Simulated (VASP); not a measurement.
Wanted: the native input for a VASP 6.6.1 run.

* Task: single point
* Functional: PBEsol
* Potentials or basis: VASP PAW PBE potentials, release 64 (Zn, Se)
* Cutoff: 520 eV
* k mesh: 8 × 8 × 6
* Occupations: gaussian, width 0.02 eV
* Spin: no spin polarisation
* Dipole correction: no
* Further INCAR settings: ALGO = Normal; EDIFF = 1e-07; NBANDS = 26

The structure of ZnSe lies in POSCAR:

```
ZnSe
1.0
    2.9292886247      2.9292886247      0.0000000000
   -2.9292886247      2.9292886247      0.0000000000
    0.0000000000      0.0000000000      5.8585772494
Zn Se
2 2
Direct
    0.0000000000      0.0000000000      0.0000000000
    0.5000000000      0.5000000000      0.5000000000
    0.5000000000      0.0000000000      0.2500000000
    0.0000000000      0.5000000000      0.7500000000
```

The input as run:

INCAR

```
SYSTEM = ZnSe
PREC = Accurate
ENCUT = 520
EDIFF = 1E-7
ISMEAR = 0
SIGMA = 0.02
LREAL = .False.
LASPH = .True.
NELM = 100
ALGO = Normal
ISIF = 2
LWAVE = .False.
LCHARG = .False.
GGA = PS
NBANDS = 26
```

KPOINTS

```
Automatic mesh
0
Gamma
  8 8 6
  0 0 0
```

Potentials or basis: VASP PAW PBE potentials, release 64 (Zn, Se).

Command:

```sh
$ cat potpaw_PBE.64/Zn/POTCAR potpaw_PBE.64/Se/POTCAR > POTCAR
$ mpirun -np 1 vasp_std > vasp.out
```

Results of the run:

```
Pressure               : -5.7 GPa
Band gap on the k mesh : 0.80 eV
```

Caveat: the cell stands under tension; the PAW data sets were made with another functional, which shifts forces and pressure a little.

Wall time 3.1 min on 1 thread of AMD EPYC 7R13 (shared host), peak memory 0.27 GiB.
